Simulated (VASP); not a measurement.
Input of a VASP 6.6.1 run:

INCAR

```
  PREC = Accurate
  ENCUT = 600
  EDIFF = 1E-7
  ISMEAR = -1
  SIGMA = 0.05
  LREAL = False
  LASPH = True
  NELM = 100
  ALGO = Normal
  ISIF = 3
  LWAVE = False
  LCHARG = False
  GGA = PE
  IVDW = 13
  IBRION = 2
  NSW = 80
  EDIFFG = -0.005
```

Contents of KPOINTS:

```
Automatic mesh
0
Gamma
  7 7 7
```

POSCAR

```
TePb
1.0
    4.0022870000      0.0000000000      0.0000000000
    0.0000000000      4.0022870000      0.0000000000
    0.0000000000      0.0000000000      4.0022870000
Pb Te
1 1
Direct
    0.0000000000      0.0000000000      0.0000000000
    0.5000000000      0.5000000000      0.5000000000
```

Potentials or basis: VASP PAW PBE potentials, release 64 (Pb_d, Te).

Command:

```sh
$ cat potpaw_PBE.64/Pb_d/POTCAR potpaw_PBE.64/Te/POTCAR > POTCAR
$ mpirun -np 1 vasp_std > vasp.out
```

Task: Estimate the space group after relaxing (to 0.05 Å).

Result: Pm-3m (No. 221).

Task: Predict the relaxed volume.

Result: 32.34 Å³/atom.

Step by step:
| step | energy change (eV) | largest force (eV/Å) | pressure (GPa) | volume (Å³) |
| --- | --- | --- | --- | --- |
| 1 | 0.0000 | 0.0000 | 3.32 | 64.11 |
| 2 | 0.1055 | 0.0000 | -4.61 | 70.47 |
| 3 | 0.0211 | 0.0000 | -3.26 | 66.58 |
| 4 | -0.0009 | 0.0000 | -2.09 | 65.32 |
| 5 | -0.0054 | 0.0000 | -0.74 | 64.85 |
| 6 | -0.0057 | 0.0000 | 0.22 | 64.64 |
| 7 | -0.0058 | 0.0000 | -0.02 | 64.69 |

Caveat: pairwise dispersion overbinds metals, which lowers pressure and volume.
